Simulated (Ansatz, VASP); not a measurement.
**One calculation of Bi8Te3Se8, two programs**

File INCAR:

```
SYSTEM = Bi8Te3Se8
PREC = Accurate
ENCUT = 400
EDIFF = 1E-6
ISMEAR = 0
SIGMA = 0.05
LREAL = .FALSE.
LASPH = .TRUE.
NELM = 120
ALGO = Normal
ISIF = 2
LWAVE = .FALSE.
LCHARG = .TRUE.
GGA = PS
LELF = .TRUE.
LVHAR = .TRUE.
NBANDS = 108
GGA_COMPAT = .FALSE.
```

The input KPOINTS:

```
Automatic mesh
0
G
  3 3 4
  0 0 0
```

POSCAR

```
Bi8Te3Se8
1.0
    4.2196402123      7.3086312373      0.0000000000
    8.4392804245      0.0000000000      0.0000000000
    4.2196402123      2.4362104124     -9.6997449345
Bi Te Se
8 3 8
Direct
    0.3968806358      0.4079898912      0.7871075169
    0.3968806566      0.9079899100      0.7871074677
    0.9108470495      0.3997377960      0.7897730495
    0.9108470530      0.8997377976      0.7897730518
    0.6031193642      0.5920101088      0.2128924831
    0.6031193434      0.0920100900      0.2128925323
    0.0891529505      0.6002622040      0.2102269505
    0.0891529470      0.1002622024      0.2102269482
    0.0000000000      0.2500000000      0.0000000000
    0.5000000000      0.0000000000      0.0000000000
    0.5000000000      0.5000000000      0.0000000000
    0.2123454342      0.2133155844      0.3610675693
    0.2123454773      0.7133155850      0.3610675364
    0.7095236999      0.2085535922      0.3734076951
    0.7095237055      0.7085535553      0.3734076942
    0.7876545658      0.7866844156      0.6389324307
    0.7876545227      0.2866844150      0.6389324636
    0.2904763001      0.7914464078      0.6265923049
    0.2904762945      0.2914464447      0.6265923058
```

Input for Ansatz:

```yaml
crystal:
  lattice:
    - [4.2196402123, 7.3086312373, 0.0]
    - [8.4392804245, 0.0, 0.0]
    - [4.2196402123, 2.4362104124, -9.6997449345]
  atoms:
    - { symbol: Bi, position: [0.3968806358, 0.4079898912, 0.7871075169] }
    - { symbol: Bi, position: [0.3968806566, 0.90798991, 0.7871074677] }
    - { symbol: Bi, position: [0.9108470495, 0.399737796, 0.7897730495] }
    - { symbol: Bi, position: [0.910847053, 0.8997377976, 0.7897730518] }
    - { symbol: Bi, position: [0.6031193642, 0.5920101088, 0.2128924831] }
    - { symbol: Bi, position: [0.6031193434, 0.09201009, 0.2128925323] }
    - { symbol: Bi, position: [0.0891529505, 0.600262204, 0.2102269505] }
    - { symbol: Bi, position: [0.089152947, 0.1002622024, 0.2102269482] }
    - { symbol: Te, position: [0.0, 0.25, 0.0] }
    - { symbol: Te, position: [0.5, 0.0, 0.0] }
    - { symbol: Te, position: [0.5, 0.5, 0.0] }
    - { symbol: Se, position: [0.2123454342, 0.2133155844, 0.3610675693] }
    - { symbol: Se, position: [0.2123454773, 0.713315585, 0.3610675364] }
    - { symbol: Se, position: [0.7095236999, 0.2085535922, 0.3734076951] }
    - { symbol: Se, position: [0.7095237055, 0.7085535553, 0.3734076942] }
    - { symbol: Se, position: [0.7876545658, 0.7866844156, 0.6389324307] }
    - { symbol: Se, position: [0.7876545227, 0.286684415, 0.6389324636] }
    - { symbol: Se, position: [0.2904763001, 0.7914464078, 0.6265923049] }
    - { symbol: Se, position: [0.2904762945, 0.2914464447, 0.6265923058] }
basis:
  ecutwfc: 420
kpoints:
  mp_grid: { grid: [3, 3, 4] }
hamiltonian:
  xc: pbesol
scf:
  occupations: { method: gaussian, width: 0.05 }
output:
  forces: true
  stress: true
  eigenvalues: true
  write_density: true
  write_potential: true
  elf: true
  volumetric_format: npy
```

Alike in both runs: task single point; functional PBEsol; k mesh 3 × 3 × 4; occupations gaussian, width 0.05 eV; no spin polarisation.

|  | VASP | Ansatz |
| --- | --- | --- |
| version | VASP 6.6.1 | Ansatz 0.2.0 |
| potentials or method | VASP PAW PBE potentials, release 64 (Bi_d, Te, Se), cutoff 400 eV | scalar-relativistic, plane waves, PAW |
| valence electrons in the cell | 186 | 296 |

Ansatz gave:

* gap on the k mesh at the Fermi level (eV): none
* pressure (GPa): 4.0
* traceless stress, the component that is largest in VASP (GPa): -5.95
* rms of the force components (eV/Å): 1.758

Estimate VASP's values.

gap on the k mesh at the Fermi level (eV): none; pressure (GPa): 4.0; traceless stress, the component that is largest in VASP (GPa): -5.95; rms of the force components (eV/Å): 1.757.

VASP's potentials were made for PBE, not for PBEsol. Atom by atom the forces differ by 0.006 eV/Å (rms over components). A gap of «none» marks a metal or a gap that the smearing closes. The functional is the same, so the differences come from potentials, cutoffs and numerics. VASP's potentials hold 186 valence electrons a cell and Ansatz's 296, so a difference there can come from the potentials and not from the codes.

Spin-orbit coupling is off throughout.
